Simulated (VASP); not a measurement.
GaMo, 4 atoms in the cell. The structure is orthorhombic, space group Pmma (No. 51). The conventional cell has a = 4.578 Å, b = 3.030 Å, c = 4.674 Å, α = 90.00°, β = 90.00°, γ = 90.00°. Ga (site symmetry mm2) has 8 Mo at 2.78 to 2.81 Å and 6 Ga at 2.88 to 3.71 Å within 3.8 Å. Mo (site symmetry mm2) has 8 Ga at 2.78 to 2.81 Å and 6 Mo at 2.89 to 3.71 Å within 3.8 Å. 

```yaml
Program: VASP 6.6.1
Task: relaxation of cell and atoms
Functional: PBE
Potentials_or_basis: VASP PAW PBE potentials, release 64 (Ga_d, Mo_sv)
Cutoff: 600 eV
k_mesh: 4 × 6 × 4
Occupations: gaussian, width 0.1 eV
Spin: no spin polarisation
Dipole_correction: no
Further_INCAR_settings: ALGO = Fast; EDIFF = 1e-07; IBRION = 2; EDIFFG = -0.04; NSW = 90; ISIF = 3
```

Potentials or basis: VASP PAW PBE potentials, release 64 (Ga_d, Mo_sv).

Command:

```bash
$ cat potpaw_PBE.64/Ga_d/POTCAR potpaw_PBE.64/Mo_sv/POTCAR > POTCAR
$ mpirun -np 1 vasp_std > vasp.out
```

Hardware: 1 thread of Intel(R) Xeon(R) 6975P-C (Granite Rapids) (shared host).

**Question.** Estimate the wall time of this run.

**Answer.** It took 14 min on 1 thread of Intel(R) Xeon(R) 6975P-C (Granite Rapids) (shared host), peak memory 0.25 GiB. Counts: scf iterations 313, k points 36, ion steps 20.
